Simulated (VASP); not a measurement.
# Sb (Pm-3m) in VASP: settings compared

Aim: see how the results for Sb move with the level of theory and the settings. Levels: r2SCAN0, PBE-based screened hybrid, PBEsol-based screened hybrid, HF, HSE06. Tasks: single point, relaxation of cell and atoms.

Everything below comes from runs of VASP 6.6.1. Logs are shortened: lines on timing, memory, paths and dates and some standing lists are left out, and cuts for length are marked.

**1. The cell of the first run**

The structure is cubic, space group Pm-3m (No. 221). The conventional cell has a = 3.404 Å, b = 3.404 Å, c = 3.404 Å, α = 90.00°, β = 90.00°, γ = 90.00°. Sb (site symmetry m-3m) has 6 Sb at 3.40 Å within 4.5 Å.

**2. Single point, r2SCAN0, collinear spin, ferromagnetic start (volume scaled by 1.25)**

Input file POSCAR:

```
Sb
1.0
    3.4040068103      0.0000000000      0.0000000000
    0.0000000000      3.4040068103      0.0000000000
    0.0000000000      0.0000000000      3.4040068103
Sb
1
Direct
    0.0000000000      0.0000000000      0.0000000000
```

Input file INCAR.step1:

```
SYSTEM = Sb
  PREC = Accurate
  ENCUT = 520
  EDIFF = 1E-5
  ISMEAR = 0
  SIGMA = 0.02
  LREAL = .False.
  LASPH = .True.
  NELM = 150
  ALGO = Normal
  ISIF = 2
  LWAVE = .True.
  LCHARG = .False.
  ISPIN = 2
  MAGMOM = 0.5
  LORBIT = 11
  GGA = PE
  NBANDS = 12
```

Input file INCAR.step2:

```
SYSTEM = Sb
  PREC = Accurate
  ENCUT = 520
  EDIFF = 1E-7
  ISMEAR = 0
  SIGMA = 0.02
  LREAL = .False.
  LASPH = .True.
  NELM = 150
  ALGO = Normal
  ISIF = 2
  LWAVE = .False.
  LCHARG = .False.
  ISPIN = 2
  MAGMOM = 0.5
  LORBIT = 11
  METAGGA = R2SCAN
  LHFCALC = .True.
  AEXX = 0.25
  LMIXTAU = .True.
  PRECFOCK = Normal
  ISTART = 1
  NBANDS = 12
```

Input file KPOINTS:

```
regular mesh
0
Gamma
  4 4 4
  0 0 0
```

Potentials or basis: VASP PAW PBE potentials, release 64 (Sb).

Started as:

```
cat potpaw_PBE.64/Sb/POTCAR > POTCAR
cp INCAR.step1 INCAR
mpirun -np 1 vasp_std > vasp.out
cp INCAR.step2 INCAR
mpirun -np 1 vasp_std > vasp.out
```

OUTCAR:

```text
SYSTEM = Sb
   PREC = Accurate
   ENCUT = 520
   EDIFF = 1E-7
   ISMEAR = 0
   LREAL = .False.
   LASPH = .True.
   NELM = 150
   ISIF = 2
   ISPIN = 2
   LORBIT = 11
   METAGGA = R2SCAN
   LHFCALC = .True.
   AEXX = 0.25
   PRECFOCK = Normal
   ISTART = 1

 ion  position               nearest neighbor table
   1  0.000  0.000  0.000-

  LATTYP: Found a simple cubic cell.
 ALAT       =     3.4040068103

  Lattice vectors:

 A1 = (   3.4040068103,   0.0000000000,   0.0000000000)
 A2 = (   0.0000000000,   3.4040068103,   0.0000000000)
 A3 = (   0.0000000000,   0.0000000000,   3.4040068103)

Analysis of symmetry for initial positions (statically):
=====================================================================
 Subroutine PRICEL returns:
 Original cell was already a primitive cell.

 Routine SETGRP: Setting up the symmetry group for a
 simple cubic supercell.

 Subroutine GETGRP returns: Found 48 space group operations
 (whereof 48 operations were pure point group operations)
 out of a pool of 48 trial point group operations.

The static configuration has the point symmetry O_h .

Analysis of symmetry for dynamics (positions and initial velocities):
=====================================================================
 Subroutine PRICEL returns:
 Original cell was already a primitive cell.

 Routine SETGRP: Setting up the symmetry group for a
 simple cubic supercell.

 Subroutine GETGRP returns: Found 48 space group operations
 (whereof 48 operations were pure point group operations)
 out of a pool of 48 trial point group operations.

The dynamic configuration has the point symmetry O_h .

Analysis of structural, dynamic, and magnetic symmetry:
=====================================================================
 Subroutine PRICEL returns:
 Original cell was already a primitive cell.

 Routine SETGRP: Setting up the symmetry group for a
 simple cubic supercell.

 Subroutine GETGRP returns: Found 48 space group operations
 (whereof 48 operations were pure point group operations)
 out of a pool of 48 trial point group operations.

The overall configuration has the point symmetry O_h .

 Subroutine INISYM returns: Found 48 space group operations
 (whereof 48 operations are pure point group operations),
 and found     1 'primitive' translations

----------------------------------------------------------------------------------------

                                     Primitive cell

  volume of cell :      39.4431

[... 119 lines left out ...]

 Free energy of the ion-electron system (eV)
  ---------------------------------------------------
  ext. energy  EPLUGINS =         0.00000000
  ---------------------------------------------------
  free energy    TOTEN  =       -20.87160163 eV

  energy without entropy =      -20.87089640  energy(sigma->0) =      -20.87124901

 E-fermi :   3.8194     XC(G=0):  -7.0398

 val. band max:        3.8194321774   @ k =   0.2500   0.2500   0.2500
 cond. band min:       4.2124594510   @ k =   0.5000   0.2500   0.0000
 fundamental gap:      0.3930272735
 Fermi energy:         3.8194321774

 spin component 1

 k-point     1 :       0.0000    0.0000    0.0000
  band No.  band energies     occupation
      1      -8.8349      1.00000
      2       7.1510      0.00000
      3       7.1510      0.00000
      4       7.1510      0.00000
      5      11.5399      0.00000
      6      11.5399      0.00000
      7      11.8770      0.00000
      8      21.4702      0.00000
      9      21.4702      0.00000
     10      21.4702      0.00000
     11      23.6106      0.00000
     12      23.6106      0.00000
[... 121 lines left out ...]
 k-point    10 :       0.5000    0.5000    0.5000
  band No.  band energies     occupation
      1      -2.9206      1.00000
      2       2.0188      1.00000
      3       2.0188      1.00000
      4       2.0188      1.00000
      5      10.0864      0.00000
      6      10.0864      0.00000
      7      10.0864      0.00000
      8      12.5321      0.00000
      9      24.2250      0.00000
     10      24.2250      0.00000
     11      27.3127      0.00000
     12      27.3127      0.00000
 Fermi energy:         3.8194321774

 spin component 2

 k-point     1 :       0.0000    0.0000    0.0000
  band No.  band energies     occupation
      1      -8.9044      1.00000
      2       7.0543      0.00000
      3       7.0543      0.00000
      4       7.0543      0.00000
      5      11.5365      0.00000
      6      11.5365      0.00000
      7      11.8125      0.00000
      8      21.4170      0.00000
      9      21.4170      0.00000
     10      21.4170      0.00000
     11      23.5661      0.00000
     12      23.5661      0.00000
[... 121 lines left out ...]
 k-point    10 :       0.5000    0.5000    0.5000
  band No.  band energies     occupation
      1      -3.0498      1.00000
      2       1.9770      1.00000
      3       1.9770      1.00000
      4       1.9770      1.00000
      5      10.0237      0.00000
      6      10.0237      0.00000
      7      10.0237      0.00000
      8      12.4849      0.00000
      9      24.1834      0.00000
     10      24.1834      0.00000
     11      27.2877      0.00000
     12      27.2877      0.00000

------------------------ aborting loop because EDIFF is reached ----------------------------------------

  FORCE on cell =-STRESS in cart. coord.  units (eV):
  Direction    XX          YY          ZZ          XY          YZ          ZX
  --------------------------------------------------------------------------------------
  -------------------------------------------------------------------------------------
  Total       -2.6642952     -2.6642952     -2.6642952     -0.0000000      0.0000000     -0.0000000
  in kB     -108.2235221   -108.2235221   -108.2235221     -0.0000000      0.0000000     -0.0000000
  external PRESSURE =    -108.2235221 kB  Pullay stress =       0.0000000 kB

 VOLUME and BASIS-vectors are now :
 -----------------------------------------------------------------------------
  energy-cutoff  :      520.00
  volume of cell :       39.44
      direct lattice vectors                 reciprocal lattice vectors
     3.404006810  0.000000000  0.000000000     0.293771445  0.000000000  0.000000000
     0.000000000  3.404006810  0.000000000     0.000000000  0.293771445  0.000000000
     0.000000000  0.000000000  3.404006810     0.000000000  0.000000000  0.293771445

 POSITION                                       TOTAL-FORCE (eV/Angst)
 -----------------------------------------------------------------------------------
      0.00000      0.00000      0.00000         0.000000      0.000000      0.000000
 -----------------------------------------------------------------------------------
    total drift:                               -0.000000     -0.000000      0.000000

  FREE ENERGIE OF THE ION-ELECTRON SYSTEM (eV)
  ---------------------------------------------------
  free  energy   TOTEN  =       -20.8716016329 eV

  energy  without entropy=      -20.8708963959  energy(sigma->0) =      -20.87124901

 total charge

# of ion       s       p       d       tot
------------------------------------------
    1        1.227   1.134   0.022   2.383

 magnetization (x)

# of ion       s       p       d       tot
------------------------------------------
    1       -0.012  -0.021  -0.000  -0.032
```

OUTCAR.step1:

```text
SYSTEM = Sb
   PREC = Accurate
   ENCUT = 520
   EDIFF = 1E-5
   ISMEAR = 0
   LREAL = .False.
   LASPH = .True.
   NELM = 150
   ISIF = 2
   ISPIN = 2
   LORBIT = 11
   GGA = PE
[... 522 lines left out ...]
    total drift:                                0.000000      0.000000      0.000000

  FREE ENERGIE OF THE ION-ELECTRON SYSTEM (eV)
  ---------------------------------------------------
  free  energy   TOTEN  =        -3.3897630758 eV

  energy  without entropy=       -3.3890556067  energy(sigma->0) =       -3.38940934

 total charge

# of ion       s       p       d       tot
------------------------------------------
    1        1.218   1.022   0.020   2.260

 magnetization (x)

# of ion       s       p       d       tot
------------------------------------------
    1       -0.009  -0.017  -0.000  -0.026
```

Run time: 2 min. Hardware: 1 thread of Intel Xeon 6975P-C (Granite Rapids), shared host; peak memory 0.19 GiB.

Results:

* Free energy: -20.8716 eV
* Pressure: -10.8 GPa
* Net moment: -0.06 μB per cell
* Site moments: Sb -0.03 μB
* Valence electrons inside the program's atomic spheres: Sb 2.38

Levels at points of the mesh, in eV from the Fermi level:
Spin up:
| k point | band 1 | band 2 | band 3 | band 4 | band 5 |
| --- | --- | --- | --- | --- | --- |
| (0.00, 0.00, 0.00) | -12.65 | 3.33 | 3.33 | 3.33 | 7.72 |
| (0.50, 0.00, 0.00) | -10.83 | -5.10 | 4.88 | 4.88 | 9.48 |
| (0.50, 0.50, 0.00) | -8.85 | -3.34 | -3.34 | 3.99 | 6.30 |
| (0.50, 0.50, 0.50) | -6.74 | -1.80 | -1.80 | -1.80 | 6.27 |
Spin down:
```tsv
k point	band 1	band 2	band 3	band 4	band 5	band 6
(0.00, 0.00, 0.00)	-12.72	3.23	3.23	3.23	7.72	7.72
(0.50, 0.00, 0.00)	-10.90	-5.18	4.78	4.78	9.49	10.93
(0.50, 0.50, 0.00)	-8.94	-3.39	-3.39	3.92	6.19	12.29
(0.50, 0.50, 0.50)	-6.87	-1.84	-1.84	-1.84	6.20	6.20
```

Caveat: the k points lie up to 0.46 Å⁻¹ apart; the cell differs from its parent crystal (volume scaled by 1.25); the PAW data sets were made with another functional, which shifts forces and pressure a little; spin-orbit coupling is left out, which moves the levels of the heavy elements.

**3. Relaxation of cell and atoms, PBE-based screened hybrid**

This run uses another cell than the first one, of 31.55 Å³/atom, 0.800 times its volume.

Input file POSCAR:

```
Sb
1.0
    3.1600000000      0.0000000000      0.0000000000
    0.0000000000      3.1600000000      0.0000000000
    0.0000000000      0.0000000000      3.1600000000
Sb
1
Direct
    0.0000000000      0.0000000000      0.0000000000
```

Input file INCAR.step1:

```
SYSTEM = Sb
  PREC = Accurate
  ENCUT = 600
  EDIFF = 1E-5
  ISMEAR = -1
  SIGMA = 0.05
  LREAL = .FALSE.
  LASPH = .TRUE.
  NELM = 60
  ALGO = Normal
  LWAVE = .TRUE.
  LCHARG = .FALSE.
  GGA = PE
  NBANDS = 8
```

Input file INCAR.step2:

```
SYSTEM = Sb
  PREC = Accurate
  ENCUT = 600
  EDIFF = 1E-7
  ISMEAR = -1
  SIGMA = 0.05
  LREAL = .FALSE.
  LASPH = .TRUE.
  NELM = 60
  ALGO = Normal
  ISIF = 3
  LWAVE = .FALSE.
  LCHARG = .FALSE.
  GGA = PE
  LHFCALC = .TRUE.
  AEXX = 0.25
  HFSCREEN = 0.3
  PRECFOCK = Normal
  IBRION = 2
  NSW = 60
  EDIFFG = -0.01
  ISTART = 1
```

Input file KPOINTS:

```
regular mesh
0
G
  4 4 4
  0 0 0
```

Potentials or basis: VASP PAW PBE potentials, release 64 (Sb).

Started as:

```
cat potpaw_PBE.64/Sb/POTCAR > POTCAR
cp INCAR.step1 INCAR
mpirun -np 1 vasp_std > vasp.out
cp INCAR.step2 INCAR
mpirun -np 1 vasp_std > vasp.out
```

OUTCAR:

```text
SYSTEM = Sb
   PREC = Accurate
   ENCUT = 600
   EDIFF = 1E-7
   ISMEAR = -1
   LREAL = .FALSE.
   LASPH = .TRUE.
   NELM = 60
   ISIF = 3
   GGA = PE
   LHFCALC = .TRUE.
   AEXX = 0.25
   HFSCREEN = 0.3
   PRECFOCK = Normal
   IBRION = 2
   NSW = 60
   EDIFFG = -0.01
   ISTART = 1

 ion  position               nearest neighbor table
   1  0.000  0.000  0.000-

  LATTYP: Found a simple cubic cell.
 ALAT       =     3.1600000000

  Lattice vectors:

 A1 = (   3.1600000000,   0.0000000000,   0.0000000000)
 A2 = (   0.0000000000,   3.1600000000,   0.0000000000)
 A3 = (   0.0000000000,   0.0000000000,   3.1600000000)

Analysis of symmetry for initial positions (statically):
=====================================================================
 Subroutine PRICEL returns:
 Original cell was already a primitive cell.

 Routine SETGRP: Setting up the symmetry group for a
 simple cubic supercell.

 Subroutine GETGRP returns: Found 48 space group operations
 (whereof 48 operations were pure point group operations)
 out of a pool of 48 trial point group operations.

The static configuration has the point symmetry O_h .

Analysis of symmetry for dynamics (positions and initial velocities):
=====================================================================
 Subroutine PRICEL returns:
 Original cell was already a primitive cell.

 Routine SETGRP: Setting up the symmetry group for a
 simple cubic supercell.

 Subroutine GETGRP returns: Found 48 space group operations
 (whereof 48 operations were pure point group operations)
 out of a pool of 48 trial point group operations.

The dynamic configuration has the point symmetry O_h .

 Subroutine INISYM returns: Found 48 space group operations
 (whereof 48 operations are pure point group operations),
 and found     1 'primitive' translations
[... 91 lines left out ...]
   EMIN   =  10.00;   EMAX   =-10.00  energy-range for DOS
   EFERMI =   0.00;   METHOD = LEGACY
   ISMEAR =    -1;   SIGMA  =   0.05  broadening in eV -4-tet -1-fermi 0-gaus
   EFERMI_NEDOS =   21; number of points for ismear=-14 and -15
   IALGO  =     38    algorithm
   IMIX   =      1    mixing-type and parameters
     AMIX     =   0.40;   BMIX     =  1.00
     AMIX_MAG =   1.60;   BMIX_MAG =  1.00
  volume/ion in A,a.u.               =      31.55       212.94
  Fermi-wavevector in a.u.,A,eV,Ry     =   0.885886  1.674081 10.677766  0.784794
  Thomas-Fermi vector in A             =   2.006979
   LORBIT       =      0    0 simple, 1 ext, 2 COOP (PROOUT), +10 PAW based schemes
   GGA     = PE    functional components
   LHFCALC =     T    Hartree Fock is set to
   PRECFOCK=normal    Normal, Fast or Accurate (Low or Medium for compatibility)
   ENCUT4O =  -1.0   cutoff for four orbital integrals eV
   NKREDX  =     1    reduce k-point grid by
   NKREDY  =     1    reduce k-point grid by
   NKREDZ  =     1    reduce k-point grid by
   AEXX    =    0.2500 exact exchange contribution
   HFSCREEN=    0.3000 screening length (either q_TF or 0.3 A-1)
   HFSCREENC=   0.3000 screening length for correlation (either q_TF or 0.3 A-1)
   ENCUTFOCK=  -1.0 apply spherical cutoff to Coloumb kernel
   IVDW    =     0    specifies the selected vdW correction
   LEPSILON=     F    determine dielectric tensor
   LRPA    =     F    only Hartree local field effects (RPA)
 conjugate gradient relaxation of ions
 non-spin polarized calculation
  energy-cutoff  :      600.00
  volume of cell :       31.55
 maximum number of plane-waves:      1074
 NGX is ok and might be reduce to    28
  NGX = 20; NGY = 20; NGZ = 20

--------------------------------------- Ionic step        1  -------------------------------------------

 number of electron       5.0000000 magnetization

 Free energy of the ion-electron system (eV)
  ---------------------------------------------------
  ext. energy  EPLUGINS =         0.00000000
  ---------------------------------------------------
  free energy    TOTEN  =        -4.36019780 eV

  energy without entropy =       -4.35076946  energy(sigma->0) =       -4.35548363

------------------------ aborting loop because EDIFF is reached ----------------------------------------

  FORCE on cell =-STRESS in cart. coord.  units (eV):
  Direction    XX          YY          ZZ          XY          YZ          ZX
  --------------------------------------------------------------------------------------
  -------------------------------------------------------------------------------------
  Total       -1.1484674     -1.1484674     -1.1484674     -0.0000000      0.0000000      0.0000000
  in kB      -58.3133542    -58.3133542    -58.3133542     -0.0000000      0.0000000      0.0000000
  external PRESSURE =     -58.3133542 kB  Pullay stress =       0.0000000 kB
[... 57 lines left out ...]
--------------------------------------- Ionic step        3  -------------------------------------------

 number of electron       5.0000000 magnetization

 Free energy of the ion-electron system (eV)
  ---------------------------------------------------
  ext. energy  EPLUGINS =         0.00000000
  ---------------------------------------------------
  free energy    TOTEN  =        -4.43041339 eV

  energy without entropy =       -4.42175303  energy(sigma->0) =       -4.42608321

 E-fermi :   7.9299     XC(G=0):  -8.3798

 val. band max:        6.9772192505   @ k =   0.2500   0.2500   0.2500
 cond. band min:       8.0111017103   @ k =   0.5000   0.2500   0.0000
 fundamental gap:      1.0338824598
 Fermi energy:         7.9298546518

 k-point     1 :       0.0000    0.0000    0.0000
  band No.  band energies     occupation
      1      -6.3963      2.00000
      2      11.4893      0.00000
      3      11.4893      0.00000
      4      11.4893      0.00000
      5      15.0229      0.00000
      6      15.0229      0.00000
[... 107 lines left out ...]
  FREE ENERGIE OF THE ION-ELECTRON SYSTEM (eV)
  ---------------------------------------------------
  free  energy   TOTEN  =        -4.4304133871 eV

  energy  without entropy=       -4.4217530273  energy(sigma->0) =       -4.42608321

 reached required accuracy - stopping structural energy minimisation
```

OUTCAR.step1:

```text
SYSTEM = Sb
   PREC = Accurate
   ENCUT = 600
   EDIFF = 1E-5
   ISMEAR = -1
   LREAL = .FALSE.
[... 310 lines left out ...]
 -----------------------------------------------------------------------------------
      0.00000      0.00000      0.00000         0.000000      0.000000      0.000000
 -----------------------------------------------------------------------------------
    total drift:                                0.000000      0.000000      0.000000

  FREE ENERGIE OF THE ION-ELECTRON SYSTEM (eV)
  ---------------------------------------------------
  free  energy   TOTEN  =        -3.6949208723 eV

  energy  without entropy=       -3.6847516512  energy(sigma->0) =       -3.68983626
```

OSZICAR.step1:

```text
N       E                     dE             d eps       ncg     rms          rms(c)
DAV:   1     0.722542333415E+01    0.72254E+01   -0.16948E+03   160   0.454E+02
DAV:   2    -0.355176117013E+01   -0.10777E+02   -0.10359E+02   232   0.557E+01
DAV:   3    -0.369168867585E+01   -0.13993E+00   -0.13990E+00   160   0.687E+00
DAV:   4    -0.369241651307E+01   -0.72784E-03   -0.72784E-03   256   0.663E-01
DAV:   5    -0.369241918578E+01   -0.26727E-05   -0.26725E-05   200   0.243E-02    0.169E+00
DAV:   6    -0.369372067529E+01   -0.13015E-02   -0.19241E-03   192   0.237E-01    0.988E-01
DAV:   7    -0.369486159591E+01   -0.11409E-02   -0.42883E-03   160   0.353E-01    0.821E-02
DAV:   8    -0.369491708219E+01   -0.55486E-04   -0.12773E-04   224   0.755E-02    0.820E-03
DAV:   9    -0.369492087231E+01   -0.37901E-05   -0.29714E-06   192   0.109E-02
   1 F= -.36949209E+01 E0= -.36898363E+01  d E =-.101692E-01
```

Run time: 2 min. Hardware: 1 thread of Intel Xeon Platinum 8488C (Sapphire Rapids), shared host; peak memory 0.26 GiB.

What came out:

- Free energy: -4.4304 eV
- Relaxed volume: 28.13 Å³/atom
- Relaxed cell: a = 3.041 Å, b = 3.041 Å, c = 3.041 Å, α = 90.00°, β = 90.00°, γ = 90.00°
- Space group after relaxing (to 0.05 Å): Pm-3m (No. 221)
- Energy gained by relaxing: 70.2 meV/atom
- Ionic steps: 3
- Pressure after relaxing: 0.0 GPa

The path:
```csv
step,energy change (eV),largest force (eV/Å),pressure (GPa),volume (Å³)
1,0.0000,0.0000,-5.83,31.55
2,-0.0506,0.0000,4.35,26.59
3,-0.0702,0.0000,0.00,28.13
```

Final structure:
```
Sb
1.0
     3.04130    0.00000    0.00000
     0.00000    3.04130    0.00000
     0.00000    0.00000    3.04130
Sb
1
Direct
  0.00000 0.00000 0.00000
```

Caveat: the k points lie up to 0.52 Å⁻¹ apart in the final cell; the PAW data sets were made with another functional, which shifts forces and pressure a little; spin-orbit coupling is left out, which moves the levels of the heavy elements; the volume moved by -11 % from the deposited cell, more than functionals usually miss.

(Part 1 of 3 ends here.)
